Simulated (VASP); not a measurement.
Here is a VASP 6.6.1 calculation.

The input INCAR:

```
SYSTEM = TaSi2
PREC = Accurate ; ENCUT = 520
EDIFF = 1E-7 ; ISMEAR = 0
SIGMA = 0.014 ; LREAL = .FALSE.
LASPH = .TRUE. ; NELM = 60
ALGO = Normal ; ISIF = 2
LWAVE = .FALSE. ; LCHARG = .FALSE.
GGA = PE ; NBANDS = 38
```

KPOINTS

```
Automatic mesh
0
G
  7 7 4
  0 0 0
```

The input POSCAR:

```
TaSi2
1.0
    4.7800000000      0.0000000000      0.0000000000
   -2.3900000000      4.1396014301      0.0000000000
    0.0000000000      0.0000000000      6.5640000000
Ta Si
3 6
Direct
    0.0000000000      0.5000000000      0.1666666667
    0.5000000000      0.5000000000      0.8333333333
    0.5000000000      0.0000000000      0.5000000000
    0.3333000000      0.1666500000      0.1666666667
    0.1666500000      0.8333500000      0.8333333333
    0.8333500000      0.6667000000      0.5000000000
    0.6667000000      0.8333500000      0.1666666667
    0.8333500000      0.1666500000      0.8333333333
    0.1666500000      0.3333000000      0.5000000000
```

Potentials or basis: VASP PAW PBE potentials, release 64 (Ta_pv, Si).

Run with:

```bash
$ cat potpaw_PBE.64/Ta_pv/POTCAR potpaw_PBE.64/Si/POTCAR > POTCAR
$ mpirun -np 1 vasp_std > vasp.out
```

**Question.** Predict the pressure.

**Answer.** 3.6 GPa.

**Question.** What does it give for the largest force?

**Answer.** 0.818 eV/Å.

Forces in eV/Å, atoms in the order of the input:
```
Ta   0.000  0.000  0.000
Ta   0.000  0.000  0.000
Ta   0.000  0.000  0.000
Si  -0.708 -0.409  0.000
Si  -0.708  0.409  0.000
Si   0.000  0.818  0.000
Si   0.708  0.409  0.000
Si   0.708 -0.409  0.000
Si   0.000 -0.818  0.000
```
